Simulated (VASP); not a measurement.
# GaN (P6_3mc) in VASP: a series of runs, part 2 of 2

VASP 6.6.1.

## (4) Single point, r2SCAN

This run uses another cell than the first one, of 11.37 Å³/atom, 0.990 times its volume.

The input, POSCAR:

```
GaN
1.0
    3.1831025598      0.0000000000      0.0000000000
   -1.5915512799      2.7566476796      0.0000000000
    0.0000000000      0.0000000000      5.1835786652
Ga N
2 2
Direct
    0.3333333333      0.6666666667     -0.0008903619
    0.6666666667      0.3333333333      0.4991096381
    0.3333333333      0.6666666667      0.3758903619
    0.6666666667      0.3333333333      0.8758903619
```

The input, INCAR.step1:

```
PREC = Accurate
ENCUT = 520
ISMEAR = -1
SIGMA = 0.08
LREAL = False
LASPH = True
NELM = 80
NBANDS = 26
GGA = PE
ALGO = Normal
EDIFF = 1E-4
LWAVE = True
LCHARG = False
```

The input, INCAR.step2:

```
PREC = Accurate
ENCUT = 520
EDIFF = 1E-6
ISMEAR = -1
SIGMA = 0.08
LREAL = False
LASPH = True
NELM = 80
ALGO = Normal
ISIF = 2
LWAVE = False
LCHARG = True
METAGGA = R2SCAN
LMIXTAU = True
LELF = True
LVHAR = True
NBANDS = 26
ISTART = 1
```

The input, KPOINTS:

```
regular mesh
0
Gamma
  10 10 6
```

Potentials or basis: VASP PAW PBE potentials, release 64 (Ga_d, N).

Launch:

```sh
$ cat potpaw_PBE.64/Ga_d/POTCAR potpaw_PBE.64/N/POTCAR > POTCAR
$ cp INCAR.step1 INCAR
$ mpirun -np 1 vasp_std > vasp.out
$ cp INCAR.step2 INCAR
$ mpirun -np 1 vasp_std > vasp.out
```

OUTCAR:

```text
PREC = Accurate
   ENCUT = 520
   EDIFF = 1E-6
   ISMEAR = -1
   LREAL = False
   LASPH = True
   NELM = 80
   ISIF = 2
   METAGGA = R2SCAN
   ISTART = 1

 ion  position               nearest neighbor table
   1  0.333  0.667  0.999-   4 1.95   4 1.95   4 1.95   3 1.95
   2  0.667  0.333  0.499-   3 1.95   3 1.95   3 1.95   4 1.95
   3  0.333  0.667  0.376-   2 1.95   2 1.95   2 1.95   1 1.95
   4  0.667  0.333  0.876-   1 1.95   1 1.95   1 1.95   2 1.95

  LATTYP: Found a hexagonal cell.
 ALAT       =     3.1831025598
 C/A-ratio  =     1.6284673735

  Lattice vectors:

 A1 = (   3.1831025598,   0.0000000000,   0.0000000000)
 A2 = (  -1.5915512799,   2.7566476796,   0.0000000000)
 A3 = (   0.0000000000,   0.0000000000,   5.1835786652)

Analysis of symmetry for initial positions (statically):
=====================================================================
 Subroutine PRICEL returns:
 Original cell was already a primitive cell.

 Routine SETGRP: Setting up the symmetry group for a
 hexagonal supercell.

 Subroutine GETGRP returns: Found 12 space group operations
 (whereof  6 operations were pure point group operations)
 out of a pool of 24 trial point group operations.

The static configuration has the point symmetry C_3v.
 The point group associated with its full space group is C_6v.

Analysis of symmetry for dynamics (positions and initial velocities):
=====================================================================
 Subroutine PRICEL returns:
 Original cell was already a primitive cell.

 Routine SETGRP: Setting up the symmetry group for a
 hexagonal supercell.

 Subroutine GETGRP returns: Found 12 space group operations
 (whereof  6 operations were pure point group operations)
 out of a pool of 24 trial point group operations.

The dynamic configuration has the point symmetry C_3v.
 The point group associated with its full space group is C_6v.
[... 113 lines left out ...]
   PSTRESS=    0.0 pullay stress
   NELECT =      36.0000    total number of electrons
   NUPDOWN=      -1.0000    fix difference up-down
   EMIN   =  10.00;   EMAX   =-10.00  energy-range for DOS
   EFERMI =   0.00;   METHOD = LEGACY
   ISMEAR =    -1;   SIGMA  =   0.08  broadening in eV -4-tet -1-fermi 0-gaus
   EFERMI_NEDOS =   21; number of points for ismear=-14 and -15
   IALGO  =     38    algorithm
   IMIX   =      4    mixing-type and parameters
     AMIX     =   0.40;   BMIX     =  1.00
     AMIX_MAG =   1.60;   BMIX_MAG =  1.00
  volume/ion in A,a.u.               =      11.37        76.74
  Fermi-wavevector in a.u.,A,eV,Ry     =   1.514334  2.861677 31.201000  2.293209
  Thomas-Fermi vector in A             =   2.624006
   LORBIT       =      0    0 simple, 1 ext, 2 COOP (PROOUT), +10 PAW based schemes
   METAGGA = R2SCAN    functional components
   LHFCALC =     F    Hartree Fock is set to
   AEXX    =    0.0000 exact exchange contribution
   IVDW    =     0    specifies the selected vdW correction
   LEPSILON=     F    determine dielectric tensor
   LRPA    =     F    only Hartree local field effects (RPA)
 non-spin polarized calculation
  energy-cutoff  :      520.00
  volume of cell :       45.48
 maximum number of plane-waves:      1244
 NGX is ok and might be reduce to    24
   NGX = 11   NGY = 11   NGZ = 19

 number of electron      35.9999993 magnetization

 Free energy of the ion-electron system (eV)
  ---------------------------------------------------
  ext. energy  EPLUGINS =         0.00000000
  ---------------------------------------------------
  free energy    TOTEN  =       -43.82086162 eV

  energy without entropy =      -43.82086161  energy(sigma->0) =      -43.82086162

 E-fermi :   6.3620     XC(G=0): -12.6638

 val. band max:        5.1016642418   @ k =   0.0000   0.0000   0.0000
 cond. band min:       7.4454670420   @ k =   0.0000   0.0000   0.0000
 fundamental gap:      2.3438028002
 Fermi energy:         6.3620129510

 k-point     1 :       0.0000    0.0000    0.0000
  band No.  band energies     occupation
      1     -11.7108      2.00000
      2     -10.7043      2.00000
      3      -8.7269      2.00000
      4      -8.7111      2.00000
      5      -8.7111      2.00000
      6      -8.6425      2.00000
[... 685 lines left out ...]
     25      17.8951      0.00000
     26      19.3772      0.00000

 [... further k-points ...]
[... 5 lines left out ...]
  --------------------------------------------------------------------------------------
  -------------------------------------------------------------------------------------
  Total        0.3185075      0.3185075      0.2822493      0.0000000      0.0000000      0.0000000
  in kB       11.2193744     11.2193744      9.9421847      0.0000000      0.0000000      0.0000000
  external PRESSURE =      10.7936445 kB  Pullay stress =       0.0000000 kB

 VOLUME and BASIS-vectors are now :
 -----------------------------------------------------------------------------
  energy-cutoff  :      520.00
  volume of cell :       45.48
      direct lattice vectors                 reciprocal lattice vectors
     3.183102560  0.000000000  0.000000000     0.314158900  0.181379726  0.000000000
    -1.591551280  2.756647680  0.000000000     0.000000000  0.362759451  0.000000000
     0.000000000  0.000000000  5.183578665     0.000000000  0.000000000  0.192916914

 POSITION                                       TOTAL-FORCE (eV/Angst)
 -----------------------------------------------------------------------------------
     -0.00000      1.83777      5.17896        -0.000000      0.000000      0.005324
      1.59155      0.91888      2.58717        -0.000000     -0.000000      0.005324
     -0.00000      1.83777      1.94846         0.000000      0.000000     -0.005324
      1.59155      0.91888      4.54025         0.000000      0.000000     -0.005324
 -----------------------------------------------------------------------------------
    total drift:                                0.000002      0.000004      0.034473

  FREE ENERGIE OF THE ION-ELECTRON SYSTEM (eV)
  ---------------------------------------------------
  free  energy   TOTEN  =       -43.8208616210 eV

  energy  without entropy=      -43.8208616094  energy(sigma->0) =      -43.82086162
```

OUTCAR.step1:

```text
PREC = Accurate
   ENCUT = 520
   ISMEAR = -1
   LREAL = False
   LASPH = True
   NELM = 80
[... 926 lines left out ...]
      1.59155      0.91888      2.58717        -0.000000      0.000000      0.005290
     -0.00000      1.83777      1.94846         0.000000     -0.000000     -0.005290
      1.59155      0.91888      4.54025        -0.000000     -0.000000     -0.005290
 -----------------------------------------------------------------------------------
    total drift:                               -0.000001     -0.000001     -0.000650

  FREE ENERGIE OF THE ION-ELECTRON SYSTEM (eV)
  ---------------------------------------------------
  free  energy   TOTEN  =       -24.2971542982 eV

  energy  without entropy=      -24.2971541744  energy(sigma->0) =      -24.29715424
```

OSZICAR.step1:

```text
N       E                     dE             d eps       ncg     rms          rms(c)
DAV:   1     0.279627280339E+03    0.27963E+03   -0.17578E+04  3188   0.258E+03
DAV:   2     0.826874539713E+01   -0.27136E+03   -0.25612E+03  3160   0.492E+02
DAV:   3    -0.270975939007E+02   -0.35366E+02   -0.34851E+02  3490   0.143E+02
DAV:   4    -0.283023269315E+02   -0.12047E+01   -0.11989E+01  3388   0.283E+01
DAV:   5    -0.283289301377E+02   -0.26603E-01   -0.26570E-01  3650   0.405E+00    0.110E+01
DAV:   6    -0.242172232518E+02    0.41117E+01   -0.10071E+01  4820   0.492E+01    0.306E+00
DAV:   7    -0.243152419045E+02   -0.98019E-01   -0.14217E+00  3078   0.902E+00    0.271E+00
DAV:   8    -0.243101346923E+02    0.51072E-02   -0.14116E-01  4760   0.505E+00    0.764E-01
DAV:   9    -0.242966387302E+02    0.13496E-01   -0.46060E-02  4770   0.365E+00    0.339E-01
DAV:  10    -0.242971945747E+02   -0.55584E-03   -0.40059E-03  3076   0.411E-01    0.638E-02
DAV:  11    -0.242971542982E+02    0.40277E-04   -0.39493E-04  3508   0.373E-01
   1 F= -.24297154E+02 E0= -.24297154E+02  d E =-.123744E-06
```

Wall time 87 s (1 thread of Intel Xeon 6975P-C (Granite Rapids), shared host); peak memory 0.2 GiB.

Results:

```yaml
Free_energy: -43.8209 eV
Pressure: 1.1 GPa
Largest_force: 0.005 eV/Å
Band_gap_on_the_k_mesh: 2.34 eV, direct
```

Forces in eV/Å, atoms in the order of the input:
```
Ga   0.000  0.000  0.005
Ga   0.000  0.000  0.005
N    0.000  0.000 -0.005
N    0.000  0.000 -0.005
```

Caveat: the PAW data sets were made with another functional, which shifts forces and pressure a little. r2SCAN opens gaps a little over a GGA but as a rule still falls short of measured ones.

## (5) Against experiment

Step 3. Against the measured gap of GaN, 3.503 eV (direct; quoted in “Studying electronic properties in GaN without electrical contacts using γ-γ vs e−-γ Perturbed Angular Correlations”, 2019, pmc:6823545), the calculated 2.27 eV is off by -1.23 eV. Spin-orbit coupling on Ga is left out. The value is that of r2SCAN, without temperature or zero-point motion.
